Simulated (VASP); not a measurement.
## SnSe: single point with LDA

System: SnSe, a slab with vacuum.

```
Sn Se
1.0
     4.19962    0.00000    0.00000
     0.00000    4.19962    0.00000
     0.00000    0.00000   10.99069
Sn Se
2 2
Cartesian
  2.0998 0.0000 4.0911
  0.0000 2.0998 6.8996
  2.0998 0.0000 6.7707
  0.0000 2.0998 4.2200
```

This cell differs from its parent crystal: strain -0.0200 x Voigt [1, 1, 0, 0, 0, 0].

```
Program             : VASP 6.6.1
Task                : single point
Functional          : LDA
Potentials or basis : VASP PAW LDA potentials, release 64 (Sn_d, Se)
Cutoff              : 520 eV
k mesh              : 6 × 6 × 4
Occupations         : gaussian, width 0.05 eV
Spin                : no spin polarisation
```

| Item | Value |
| --- | --- |
| Largest force | 0.106 eV/Å |
| Band gap on the k mesh | 1.30 eV (least direct gap 1.46 eV) |

Forces on the atoms (eV/Å):
```
Sn   0.000  0.000  0.106
Sn   0.000  0.000 -0.106
Se   0.000  0.000  0.038
Se   0.000  0.000 -0.038
```

Levels at points of the mesh, in eV from the valence-band top:
```csv
k point,band 17,band 18,band 19,band 20,band 21,band 22,band 23,band 24
"(0.00, 0.00, 0.00)",-3.18,-1.85,-1.85,-0.26,1.44,3.65,3.67,4.63
"(0.50, 0.00, 0.00)",-1.57,-1.57,-0.18,-0.18,1.54,1.54,2.04,2.04
"(0.50, 0.50, 0.00)",-3.51,-3.51,-1.75,-1.75,3.60,3.60,4.54,4.54
"(0.00, 0.00, 0.50)",-3.18,-1.85,-1.85,-0.27,1.30,3.65,4.62,4.62
"(0.50, 0.00, 0.50)",-1.57,-1.57,-0.18,-0.18,1.54,1.54,2.04,2.04
"(0.50, 0.50, 0.50)",-3.51,-3.51,-1.74,-1.74,3.57,3.57,4.59,4.59
```

It took 3.7 min on 1 thread of Intel Xeon 8259CL, on a shared host, peak memory 0.32 GiB.

Caveat: the cell differs from its parent crystal (strain -0.0200 x Voigt [1, 1, 0, 0, 0, 0]); spin-orbit coupling is left out, which moves the levels of the heavy elements.
